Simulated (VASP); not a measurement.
Write the native input for VASP 6.6.1 that does the following.

* Task: single point
* Functional: r2SCAN
* Potentials or basis: VASP PAW PBE potentials, release 64 (B, N)
* Cutoff: 520 eV
* k mesh: 10 × 10 × 2
* Occupations: gaussian, width 0.05 eV
* Spin: no spin polarisation
* Dipole correction: no
* Further INCAR settings: ALGO = Normal; EDIFF = 1e-06; NBANDS = 36

The system is BN.

```
CELL_PARAMETERS angstrom
-2.54397 0.00000 0.00000
-1.27198 -2.20314 0.00000
-2.86196 -1.65235 12.62323
ATOMIC_POSITIONS crystal
B 0.61985 0.61985 0.06242
B 0.36985 0.36985 0.39575
B 0.11985 0.11985 0.72908
B 0.66152 0.66152 0.89575
B 0.16152 0.16152 0.22908
B 0.91152 0.91152 0.56242
N 0.96350 0.96350 0.93755
N 0.46350 0.46350 0.27088
N 0.21350 0.21350 0.60422
N 0.75517 0.75517 0.77088
N 0.25517 0.25517 0.10422
N 0.00517 0.00517 0.43755
```

This cell differs from its parent crystal: the part above a cut slid along it.

The input as run:

POSCAR

```
BN
1.0
   -2.5439665234      0.0000000000      0.0000000000
   -1.2719832617     -2.2031396357      0.0000000000
   -2.8619623389     -1.6523547268     12.6232348039
B N
6 6
Direct
    0.6198542689      0.6198542689      0.0624165303
    0.3698542689      0.3698542689      0.3957498636
    0.1198542689      0.1198542689      0.7290831970
   -0.3384790644     -0.3384790644      0.8957498636
    0.1615209356      0.1615209356      0.2290831970
   -0.0884790644     -0.0884790644      0.5624165303
   -0.0364959356     -0.0364959356      0.9375501364
    0.4635040644      0.4635040644      0.2708834697
    0.2135040644      0.2135040644      0.6042168030
   -0.2448292689     -0.2448292689      0.7708834697
    0.2551707311      0.2551707311      0.1042168030
    0.0051707311      0.0051707311      0.4375501364
```

INCAR.step1

```
  ALGO = Normal
  EDIFF = 1E-4
  ENCUT = 520
  GGA = PE
  ISMEAR = 0
  LASPH = T
  LCHARG = F
  LREAL = F
  LWAVE = T
  NBANDS = 36
  NELM = 100
  PREC = Accurate
  SIGMA = 0.05
```

INCAR.step2

```
  ALGO = Normal
  EDIFF = 1E-6
  ENCUT = 520
  ISIF = 2
  ISMEAR = 0
  ISTART = 1
  LASPH = T
  LCHARG = F
  LMIXTAU = T
  LREAL = F
  LWAVE = F
  METAGGA = R2SCAN
  NBANDS = 36
  NELM = 100
  PREC = Accurate
  SIGMA = 0.05
```

KPOINTS

```
k-points
0
Gamma
  10 10 2
```

Potentials or basis: VASP PAW PBE potentials, release 64 (B, N).

The run is started by

```sh
$ cat potpaw_PBE.64/B/POTCAR potpaw_PBE.64/N/POTCAR > POTCAR
$ cp INCAR.step1 INCAR
$ mpirun -np 1 vasp_std > vasp.out
$ cp INCAR.step2 INCAR
$ mpirun -np 1 vasp_std > vasp.out
```

Results of the run:

```yaml
Pressure: 1.0 GPa
Largest_force: 2.638 eV/Å
Band_gap_on_the_k_mesh: 2.99 eV (least direct gap 4.33 eV)
```

Caveat: the cell differs from its parent crystal (the part above a cut slid along it); the stress differs along the axes, from -6 to 9 GPa; the PAW data sets were made with another functional, which shifts forces and pressure a little.

Run time: 4.7 min on 1 thread of Intel(R) Xeon(R) 6975P-C (Granite Rapids) (shared host), peak memory 0.26 GiB.
